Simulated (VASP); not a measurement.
# Be: single point with PBE

Be:

```
Be
1.0
     2.26567    0.00000    0.00000
    -1.13284    1.96213    0.00000
     0.00000    0.00000    3.55870
Be
2
Direct
  0.33333 0.66667 0.25000
  0.66667 0.33333 0.75000
```

```yaml
Program: VASP 6.6.1
Task: single point
Functional: PBE
Potentials_or_basis: VASP PAW PBE potentials, release 64 (Be)
Cutoff: 520 eV
k_mesh: 16 × 16 × 9
Occupations: fermi-dirac, width 0.6 eV
Spin: no spin polarisation
Dipole_correction: no
Further_INCAR_settings: ALGO = Normal; EDIFF = 1e-07; NBANDS = 9
```

* Pressure: 1.9 GPa
* Band gap on the k mesh: zero (band 2 reaches 7.95 eV, above the bottom of band 3 at 6.35 eV)

Stress tensor (GPa, compression positive):
```
1.34 0.00 0.00
0.00 1.34 0.00
0.00 0.00 3.10
```

Levels at points of the mesh, in eV from the Fermi level:
| k point | band 1 | band 2 | band 3 | band 4 | band 5 | band 6 | band 7 |
| --- | --- | --- | --- | --- | --- | --- | --- |
| (0.00, 0.00, 0.00) | -11.35 | -4.42 | 1.15 | 15.94 | 15.94 | 18.80 | 18.80 |
| (0.50, 0.00, 0.00) | -5.02 | -3.15 | 3.63 | 6.50 | 6.78 | 9.37 | 10.12 |

Wall time 11 s on 1 thread of Intel(R) Xeon(R) Platinum 8488C (Sapphire Rapids) (shared host), peak memory 0.13 GiB.
